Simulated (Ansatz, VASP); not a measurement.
**BAs: VASP beside Ansatz**

```xyz
2
Lattice="0.0000 2.3725 2.3725 2.3725 0.0000 2.3725 2.3725 2.3725 0.0000" Properties=species:S:1:pos:R:3 pbc="T T T"
B     0.0000    0.0000    0.0000
As    1.1862    1.1862    1.1862
```

Change from the starting cell: volume scaled by 0.98, ions relaxed.

Alike in both runs: task relaxation of the atoms; functional PBE; k mesh 16 × 16 × 16; occupations fermi-dirac, width 0.02 eV; no spin polarisation.

```csv
,VASP,Ansatz
version,VASP 6.6.1,Ansatz 0.2.0
potentials or method,"VASP PAW PBE potentials, release 64 (B, As)","plane-wave PAW, scalar-relativistic"
plane-wave cutoff (eV),520,420
valence electrons in the cell,8,18
```

|  | VASP | Ansatz | Ansatz less VASP |
| --- | --- | --- | --- |
| gap on the k mesh at the Fermi level, each at its own relaxed structure (eV) | 1.17 | 1.18 | +0.009 |

VASP's potentials hold 8 valence electrons a cell and Ansatz's 18, so a difference there can come from the potentials and not from the codes. Ansatz's warnings: stress scf threshold loose.

Noted on VASP's run: the relaxation stopped at its first step, so nothing moved.
